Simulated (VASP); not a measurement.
# Co (P6_3/mmc) in VASP: further runs

Co is run at these levels: PBE+U; tasks: single point, relaxation of cell and atoms.

Everything below comes from runs of VASP 6.6.1. Logs are shortened: lines on timing, memory, paths and dates and some standing lists are left out, and cuts for length are marked.

## Step 1: The cell of the first run

It takes space group P6_3/mmc (No. 194, hexagonal). The conventional cell has a = 2.694 Å, b = 2.694 Å, c = 4.628 Å, α = 90.00°, β = 90.00°, γ = 120.00°. Co (site symmetry -6m2) has 12 Co at 2.69 to 2.79 Å within 3.6 Å.

## Step 2: Single point, PBE+U, collinear spin, ferromagnetic start (volume scaled by 0.8)

File INCAR:

```
SYSTEM = Co
  ALGO = Normal
  EDIFF = 1E-6
  ENCUT = 520
  GGA = PE
  ISIF = 2
  ISMEAR = 0
  ISPIN = 2
  LASPH = .TRUE.
  LCHARG = .FALSE.
  LDAU = .TRUE.
  LDAUJ = 0
  LDAUL = 2
  LDAUPRINT = 1
  LDAUTYPE = 2
  LDAUU = 7
  LMAXMIX = 4
  LORBIT = 11
  LREAL = .FALSE.
  LWAVE = .FALSE.
  MAGMOM = 2 2
  NBANDS = 20
  NELM = 150
  PREC = Accurate
  SIGMA = 0.01
```

File KPOINTS:

```
k-points
0
G
  12 12 7
  0 0 0
```

File POSCAR:

```
Co
1.0
    2.6935824426      0.0000000000      0.0000000000
   -1.3467912213      2.3327108225      0.0000000000
    0.0000000000      0.0000000000      4.6276165008
Co
2
Direct
    0.6666666667      0.3333333333      0.7500000000
    0.3333333333      0.6666666667      0.2500000000
```

Potentials or basis: VASP PAW PBE potentials, release 64 (Co).

Command:

```sh
$ cat potpaw_PBE.64/Co/POTCAR > POTCAR
$ mpirun -np 1 vasp_std > vasp.out
```

OUTCAR:

```text
SYSTEM = Co
   EDIFF = 1E-6
   ENCUT = 520
   GGA = PE
   ISIF = 2
   ISMEAR = 0
   ISPIN = 2
   LASPH = .TRUE.
   LORBIT = 11
   LREAL = .FALSE.
   NELM = 150
   PREC = Accurate

 ion  position               nearest neighbor table
   1  0.667  0.333  0.750-   2 2.79   2 2.79   2 2.79   2 2.79   2 2.79   2 2.79
   2  0.333  0.667  0.250-   1 2.79   1 2.79   1 2.79   1 2.79   1 2.79   1 2.79

  LATTYP: Found a hexagonal cell.
 ALAT       =     2.6935824426
 C/A-ratio  =     1.7180155423

  Lattice vectors:

 A1 = (   2.6935824426,   0.0000000000,   0.0000000000)
 A2 = (  -1.3467912213,   2.3327108225,   0.0000000000)
 A3 = (   0.0000000000,   0.0000000000,   4.6276165008)

Analysis of symmetry for initial positions (statically):
=====================================================================
 Subroutine PRICEL returns:
 Original cell was already a primitive cell.

 Routine SETGRP: Setting up the symmetry group for a
 hexagonal supercell.

 Subroutine GETGRP returns: Found 24 space group operations
 (whereof 12 operations were pure point group operations)
 out of a pool of 24 trial point group operations.

The static configuration has the point symmetry D_3d.
 The point group associated with its full space group is D_6h.

Analysis of symmetry for dynamics (positions and initial velocities):
=====================================================================
 Subroutine PRICEL returns:
 Original cell was already a primitive cell.

 Routine SETGRP: Setting up the symmetry group for a
 hexagonal supercell.

 Subroutine GETGRP returns: Found 24 space group operations
 (whereof 12 operations were pure point group operations)
 out of a pool of 24 trial point group operations.

The dynamic configuration has the point symmetry D_3d.
 The point group associated with its full space group is D_6h.

Analysis of structural, dynamic, and magnetic symmetry:
=====================================================================
 Subroutine PRICEL returns:
 Original cell was already a primitive cell.

 Routine SETGRP: Setting up the symmetry group for a
 hexagonal supercell.

 Subroutine GETGRP returns: Found 24 space group operations
 (whereof 12 operations were pure point group operations)
 out of a pool of 24 trial point group operations.

The overall configuration has the point symmetry D_3d.
 The point group associated with its full space group is D_6h.

 Subroutine INISYM returns: Found 24 space group operations
 (whereof 12 operations are pure point group operations),
 and found     1 'primitive' translations

----------------------------------------------------------------------------------------

                                     Primitive cell

  volume of cell :      29.0769

  direct lattice vectors                    reciprocal lattice vectors
     2.693582443  0.000000000  0.000000000     0.371252791  0.214342899  0.000000000
    -1.346791221  2.332710823  0.000000000     0.000000000  0.428685798  0.000000000
     0.000000000  0.000000000  4.627616501     0.000000000  0.000000000  0.216093965

  length of vectors
     2.693582443  2.693582443  4.627616501     0.428685798  0.428685798  0.216093965

  position of ions in fractional coordinates (direct lattice)
     0.666666667  0.333333333  0.750000000
     0.333333333  0.666666667  0.250000000

  ion indices of the primitive-cell ions
[... 115 lines left out ...]
 NGX is ok and might be reduce to    20
   NGX =  9   NGY =  9   NGZ = 17

atom =   1  type =  1  l = 2

 onsite density matrix

spin component  1

  0.9346  0.0000  0.0000 -0.0000 -0.0000
  0.0000  0.9547 -0.0000 -0.0000  0.0000
  0.0000 -0.0000  0.9422 -0.0000  0.0000
 -0.0000 -0.0000 -0.0000  0.9547 -0.0000
 -0.0000  0.0000  0.0000 -0.0000  0.9346

spin component  2

  0.8820  0.0000  0.0000  0.0000 -0.0000
  0.0000  0.0163  0.0000  0.0000 -0.0000
  0.0000  0.0000  0.9180 -0.0000  0.0000
  0.0000  0.0000 -0.0000  0.0163 -0.0000
 -0.0000 -0.0000  0.0000 -0.0000  0.8820

 occupancies and eigenvectors

  o =  0.0163  v =  0.0000  0.0000  0.0000  0.0000  0.0000  0.0000  0.0001 -0.0000  1.0000 -0.0000      0.0000  0.0000  0.0000  0.0000  0.0000  0.0000  0.0000  0.0000  0.0000  0.0000
  o =  0.0163  v =  0.0000  0.0000  0.0000  0.0000  0.0000  0.0000  1.0000 -0.0000 -0.0001 -0.0000      0.0000  0.0000  0.0000  0.0000  0.0000  0.0000  0.0000  0.0000  0.0000  0.0000
  o =  0.8820  v =  0.0000  0.0000  0.0000  0.0000  0.0000  1.0000  0.0000  0.0000  0.0000  0.0000      0.0000  0.0000  0.0000  0.0000  0.0000  0.0000  0.0000  0.0000  0.0000  0.0000
  o =  0.8820  v =  0.0000  0.0000  0.0000  0.0000  0.0000  0.0000 -0.0000  0.0000 -0.0000 -1.0000      0.0000  0.0000  0.0000  0.0000  0.0000  0.0000  0.0000  0.0000  0.0000  0.0000
  o =  0.9180  v =  0.0000  0.0000  0.0000  0.0000  0.0000  0.0000 -0.0000 -1.0000 -0.0000 -0.0000      0.0000  0.0000  0.0000  0.0000  0.0000  0.0000  0.0000  0.0000  0.0000  0.0000
  o =  0.9346  v =  1.0000  0.0000  0.0000  0.0000  0.0000  0.0000  0.0000  0.0000  0.0000  0.0000      0.0000  0.0000  0.0000  0.0000  0.0000  0.0000  0.0000  0.0000  0.0000  0.0000
  o =  0.9346  v =  0.0000 -0.0000 -0.0000  0.0000  1.0000  0.0000  0.0000  0.0000  0.0000  0.0000      0.0000  0.0000  0.0000  0.0000  0.0000  0.0000  0.0000  0.0000  0.0000  0.0000
  o =  0.9422  v =  0.0000  0.0000 -1.0000 -0.0000 -0.0000  0.0000  0.0000  0.0000  0.0000  0.0000      0.0000  0.0000  0.0000  0.0000  0.0000  0.0000  0.0000  0.0000  0.0000  0.0000
  o =  0.9547  v =  0.0000 -0.0000  0.0000 -1.0000  0.0000  0.0000  0.0000  0.0000  0.0000  0.0000      0.0000  0.0000  0.0000  0.0000  0.0000  0.0000  0.0000  0.0000  0.0000  0.0000
  o =  0.9547  v =  0.0000 -1.0000 -0.0000  0.0000 -0.0000  0.0000  0.0000  0.0000  0.0000  0.0000      0.0000  0.0000  0.0000  0.0000  0.0000  0.0000  0.0000  0.0000  0.0000  0.0000

atom =   2  type =  1  l = 2

 onsite density matrix

spin component  1

  0.9346  0.0000 -0.0000 -0.0000 -0.0000
  0.0000  0.9547  0.0000 -0.0000 -0.0000
 -0.0000  0.0000  0.9422 -0.0000  0.0000
 -0.0000 -0.0000 -0.0000  0.9547 -0.0000
 -0.0000 -0.0000  0.0000 -0.0000  0.9346

spin component  2

  0.8820 -0.0000  0.0000  0.0000 -0.0000
 -0.0000  0.0163  0.0000 -0.0000  0.0000
  0.0000  0.0000  0.9180 -0.0000  0.0000
  0.0000 -0.0000 -0.0000  0.0163 -0.0000
 -0.0000  0.0000  0.0000 -0.0000  0.8820

 occupancies and eigenvectors

  o =  0.0163  v =  0.0000  0.0000  0.0000  0.0000  0.0000  0.0000  0.0006  0.0000  1.0000  0.0000      0.0000  0.0000  0.0000  0.0000  0.0000  0.0000  0.0000  0.0000  0.0000  0.0000
  o =  0.0163  v =  0.0000  0.0000  0.0000  0.0000  0.0000  0.0000  1.0000  0.0000 -0.0006  0.0000      0.0000  0.0000  0.0000  0.0000  0.0000  0.0000  0.0000  0.0000  0.0000  0.0000
  o =  0.8820  v =  0.0000  0.0000  0.0000  0.0000  0.0000  0.0000  0.0000  0.0000  0.0000 -1.0000      0.0000  0.0000  0.0000  0.0000  0.0000  0.0000  0.0000  0.0000  0.0000  0.0000
  o =  0.8820  v =  0.0000  0.0000  0.0000  0.0000  0.0000  1.0000  0.0000  0.0000  0.0000  0.0000      0.0000  0.0000  0.0000  0.0000  0.0000  0.0000  0.0000  0.0000  0.0000  0.0000
  o =  0.9180  v =  0.0000  0.0000  0.0000  0.0000  0.0000  0.0000 -0.0000 -1.0000  0.0000 -0.0000      0.0000  0.0000  0.0000  0.0000  0.0000  0.0000  0.0000  0.0000  0.0000  0.0000
  o =  0.9346  v =  1.0000  0.0000  0.0000  0.0000  0.0000  0.0000  0.0000  0.0000  0.0000  0.0000      0.0000  0.0000  0.0000  0.0000  0.0000  0.0000  0.0000  0.0000  0.0000  0.0000
  o =  0.9346  v =  0.0000  0.0000 -0.0000  0.0000  1.0000  0.0000  0.0000  0.0000  0.0000  0.0000      0.0000  0.0000  0.0000  0.0000  0.0000  0.0000  0.0000  0.0000  0.0000  0.0000
  o =  0.9422  v =  0.0000  0.0000  1.0000 -0.0000  0.0000  0.0000  0.0000  0.0000  0.0000  0.0000      0.0000  0.0000  0.0000  0.0000  0.0000  0.0000  0.0000  0.0000  0.0000  0.0000
  o =  0.9547  v =  0.0000 -0.0000 -0.0000 -1.0000  0.0000  0.0000  0.0000  0.0000  0.0000  0.0000      0.0000  0.0000  0.0000  0.0000  0.0000  0.0000  0.0000  0.0000  0.0000  0.0000
  o =  0.9547  v =  0.0000 -1.0000  0.0000  0.0000  0.0000  0.0000  0.0000  0.0000  0.0000  0.0000      0.0000  0.0000  0.0000  0.0000  0.0000  0.0000  0.0000  0.0000  0.0000  0.0000

 number of electron      18.0000013 magnetization       3.9960552

 Free energy of the ion-electron system (eV)
  ---------------------------------------------------
  ext. energy  EPLUGINS =         0.00000000
  ---------------------------------------------------
  free energy    TOTEN  =        -5.46807917 eV

  energy without entropy =       -5.46801029  energy(sigma->0) =       -5.46804473

 E-fermi :   6.8452     XC(G=0): -11.5762

 val. band max:        6.8389575156   @ k =   0.4167   0.0833   0.0000
 cond. band min:       6.8518903716   @ k =   0.3333   0.0833   0.4286
 fundamental gap:      0.0129328559
 Fermi energy:         6.8451592006

 spin component 1

 k-point     1 :       0.0000    0.0000    0.0000
  band No.  band energies     occupation
      1      -0.7061      1.00000
      2       1.1543      1.00000
      3       2.0877      1.00000
      4       2.0877      1.00000
      5       2.2582      1.00000
      6       2.6496      1.00000
[... 1097 lines left out ...]
     19      26.6063      0.00000
     20      27.9106      0.00000

 [... further k-points ...]
[... 5 lines left out ...]
  --------------------------------------------------------------------------------------
  -------------------------------------------------------------------------------------
  Total       -1.4394694     -1.4394694      0.4647204      0.0000000     -0.0000000      0.0000000
  in kB      -79.3166714    -79.3166714     25.6067096      0.0000000     -0.0000000      0.0000000
  external PRESSURE =     -44.3422110 kB  Pullay stress =       0.0000000 kB

 VOLUME and BASIS-vectors are now :
 -----------------------------------------------------------------------------
  energy-cutoff  :      520.00
  volume of cell :       29.08
      direct lattice vectors                 reciprocal lattice vectors
     2.693582443  0.000000000  0.000000000     0.371252791  0.214342899  0.000000000
    -1.346791221  2.332710823  0.000000000     0.000000000  0.428685798  0.000000000
     0.000000000  0.000000000  4.627616501     0.000000000  0.000000000  0.216093965

 POSITION                                       TOTAL-FORCE (eV/Angst)
 -----------------------------------------------------------------------------------
      1.34679      0.77757      3.47071        -0.000000     -0.000000      0.000000
     -0.00000      1.55514      1.15690         0.000000      0.000000      0.000000
 -----------------------------------------------------------------------------------
    total drift:                               -0.000000      0.000000     -0.000000

  FREE ENERGIE OF THE ION-ELECTRON SYSTEM (eV)
  ---------------------------------------------------
  free  energy   TOTEN  =        -5.4680791728 eV

  energy  without entropy=       -5.4680102906  energy(sigma->0) =       -5.46804473

 total charge

# of ion       s       p       d       tot
------------------------------------------
    1        0.385   0.284   7.409   8.078
    2        0.385   0.284   7.409   8.078
--------------------------------------------------
tot          0.770   0.567  14.819  16.157

 magnetization (x)

# of ion       s       p       d       tot
------------------------------------------
    1        0.001  -0.015   2.004   1.990
    2        0.001  -0.015   2.004   1.990
--------------------------------------------------
tot          0.002  -0.030   4.007   3.979
```

It took 91 s on 1 thread of Intel Xeon Platinum 8259CL at 2.50GHz (Skylake/Cascade Lake), shared host; peak memory 0.19 GiB.

What came out:

```yaml
Free_energy: -5.4681 eV
Pressure: -4.4 GPa
Band_gap_on_the_k_mesh: zero (filled and empty bands overlap)
Net_moment: 4.00 μB per cell
Site_moments: Co +1.99 μB
Valence_electrons_inside_the_program's_atomic_spheres: Co 8.08
```

Stress tensor (GPa, compression positive):
```
-7.93  0.00  0.00
 0.00 -7.93  0.00
 0.00  0.00  2.56
```

Levels at points of the mesh, in eV from the Fermi level:
Spin up:
| k point | band 8 | band 9 | band 10 | band 11 | band 12 | band 13 | band 14 | band 15 |
| --- | --- | --- | --- | --- | --- | --- | --- | --- |
| (0.00, 0.00, 0.00) | -3.56 | -3.56 | -3.40 | -3.40 | -0.93 | 2.83 | 19.58 | 19.87 |
| (0.50, 0.00, 0.00) | -3.52 | -2.18 | -2.11 | 0.31 | 1.70 | 6.45 | 7.63 | 8.28 |
Spin down:
```
           k point  band 4  band 5  band 6  band 7  band 8  band 9  band 10  band 11
(0.00, 0.00, 0.00)   -1.92   -1.92   -1.74   -1.74   -0.42    3.52     4.82     4.82
(0.50, 0.00, 0.00)   -2.42   -0.37   -0.30    0.88    1.35    2.52     2.89     4.03
```

Eigenvalues of the final occupation matrices:
```
    site  spin  trace               eigenvalues
site 1 d     1   4.72  0.93 0.93 0.94 0.95 0.95
site 1 d     2   2.71  0.02 0.02 0.88 0.88 0.92
site 2 d     1   4.72  0.93 0.93 0.94 0.95 0.95
site 2 d     2   2.71  0.02 0.02 0.88 0.88 0.92
```

Caveat: the cell differs from its parent crystal (volume scaled by 0.8); the U is typed as a test and isn't derived for this compound.

## Step 3: Relaxation of cell and atoms, PBE+U, collinear spin, ferromagnetic start (volume scaled by 0.8)

File INCAR:

```
PREC = Accurate
ENCUT = 600
EDIFF = 1E-7
ISMEAR = 0
SIGMA = 0.01
LREAL = False
LASPH = True
NELM = 150
ALGO = Normal
ISIF = 3
LWAVE = False
LCHARG = False
ISPIN = 2
MAGMOM = 2 2
LORBIT = 11
LMAXMIX = 4
LDAU = True
LDAUTYPE = 2
LDAUL = 2
LDAUU = 7
LDAUJ = 0
LDAUPRINT = 1
GGA = PE
IBRION = 2
NSW = 80
EDIFFG = -0.02
```

File KPOINTS:

```
Automatic mesh
0
Gamma
  12 12 7
```

File POSCAR:

```
Co
1.0
    2.2948014300      0.0000000000      0.0000000000
   -1.1474007150      1.9873563350      0.0000000000
    0.0000000000      0.0000000000      3.7328994900
Co
2
Direct
    0.6666666667      0.3333333333      0.7500000000
    0.3333333333      0.6666666667      0.2500000000
```

Potentials or basis: VASP PAW PBE potentials, release 64 (Co).

Command:

```sh
$ cat potpaw_PBE.64/Co/POTCAR > POTCAR
$ mpirun -np 1 vasp_std > vasp.out
```

Run time: 11 min. Hardware: 1 thread of Intel Xeon Platinum 8259CL at 2.50GHz (Skylake/Cascade Lake), shared host; peak memory 0.18 GiB.

The run converged. Its results:

```yaml
Free_energy: -5.1498 eV
Relaxed_volume: 13.70 Å³/atom
Relaxed_cell: a = 2.815 Å, b = 2.815 Å, c = 3.992 Å, α = 90.00°, β = 90.00°, γ = 120.00°
Space_group_after_relaxing_to_0.05_Å: P6_3/mmc (No. 194)
Energy_gained_by_relaxing: 1353.7 meV/atom
Ionic_steps: 6
Pressure_after_relaxing: 0.0 GPa
Net_moment: 4.58 μB per cell
Site_moments: Co +2.38 μB
Valence_electrons_inside_the_program's_atomic_spheres: Co 8.00
```

Step by step:
```tsv
step	energy change (eV)	largest force (eV/Å)	pressure (GPa)	volume (Å³)
1	0.0000	0.0000	62.78	17.02
2	-2.6130	0.0000	3.13	26.63
3	-2.6196	0.0000	1.55	27.02
4	-2.6882	0.0000	-0.06	27.24
5	-2.7057	0.0000	-0.01	27.36
6	-2.7075	0.0000	0.00	27.40
```

Final structure:
```yaml
crystal:
  lattice:
    - [2.81517, 0.00000, 0.00000]
    - [-1.40758, 2.43801, 0.00000]
    - [0.00000, 0.00000, 3.99209]
  atoms:
    - { symbol: Co, position: [0.66667, 0.33333, 0.75000] }
    - { symbol: Co, position: [0.33333, 0.66667, 0.25000] }
```

Levels at points of the mesh, in eV from the Fermi level:
Spin up:
```csv
k point,band 9,band 10,band 11,band 12,band 13,band 14
"(0.00, 0.00, 0.00)",-5.84,-4.69,-4.69,0.55,3.86,16.35
"(0.50, 0.00, 0.00)",-5.48,-4.43,-1.64,-0.53,7.39,7.90
```
Spin down:
| k point | band 4 | band 5 | band 6 | band 7 | band 8 | band 9 | band 10 | band 11 |
| --- | --- | --- | --- | --- | --- | --- | --- | --- |
| (0.00, 0.00, 0.00) | -3.09 | -3.09 | -1.54 | 0.51 | 0.63 | 0.63 | 1.07 | 1.07 |
| (0.50, 0.00, 0.00) | -3.19 | -2.79 | -2.49 | -0.93 | 1.93 | 2.09 | 2.35 | 3.93 |

Eigenvalues of the final occupation matrices:
| site | spin | trace | eigenvalues |
| --- | --- | --- | --- |
| site 1 d | 1 | 4.80 | 0.96 0.96 0.96 0.96 0.96 |
| site 1 d | 2 | 2.37 | 0.11 0.20 0.20 0.93 0.93 |
| site 2 d | 1 | 4.80 | 0.96 0.96 0.96 0.96 0.96 |
| site 2 d | 2 | 2.37 | 0.11 0.20 0.20 0.93 0.93 |

Caveat: the cell differs from its parent crystal (volume scaled by 0.8); the electronic state changed during the relaxation; the volume moved by over 15 % at a fixed basis, so the end points are rough; the U is typed as a test and isn't derived for this compound.
